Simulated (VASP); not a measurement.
Set up this calculation in VASP 6.6.1, as the native input.

| Item | Value |
| --- | --- |
| Task | dielectric tensor |
| Functional | PBE |
| Potentials or basis | VASP PAW PBE potentials, release 64 (Mg, S) |
| Cutoff | 520 eV |
| k mesh | 6 × 6 × 4 |
| Occupations | gaussian, width 0.01 eV |
| Spin | no spin polarisation |
| Dipole correction | no |
| Further INCAR settings | ALGO = Normal; EDIFF = 1e-08 |

The structure of MgS lies in POSCAR:

```
MgS
1.0
    4.0286647932      0.0000000000      0.0000000000
   -2.0143323966      3.4889260542      0.0000000000
    0.0000000000      0.0000000000      6.4542161851
Mg S
2 2
Direct
    0.6666666667      0.3333333333      0.4971196678
    0.3333333333      0.6666666667      0.9971196678
    0.3333333333      0.6666666667      0.3778793322
    0.6666666667      0.3333333333      0.8778793322
```

These files were run (other wordings do the same):

INCAR

```
SYSTEM = MgS
PREC = Accurate ; ENCUT = 520
EDIFF = 1E-8 ; ISMEAR = 0
SIGMA = 0.01 ; LREAL = .FALSE.
LASPH = .TRUE. ; NELM = 80
ALGO = Normal ; ISIF = 2
LWAVE = .FALSE. ; LCHARG = .FALSE.
GGA = PE ; LEPSILON = .TRUE.
```

KPOINTS

```
regular mesh
0
G
  6 6 4
  0 0 0
```

Potentials or basis: VASP PAW PBE potentials, release 64 (Mg, S).

The run is started by

```sh
$ cat potpaw_PBE.64/Mg/POTCAR potpaw_PBE.64/S/POTCAR > POTCAR
$ mpirun -np 1 vasp_std > vasp.out
```

Results of the run:

```
Band gap on the k mesh                  : 3.46 eV, direct
Electronic dielectric tensor (diagonal) : 4.01, 4.01, 4.09
Born charges (mean of the diagonal)     : Mg +1.91; S -1.91 e
```

It took 6 min on 1 thread of Intel(R) Xeon(R) Platinum 8259CL CPU @ 2.50GHz (Skylake/Cascade Lake) (shared host), peak memory 0.31 GiB.
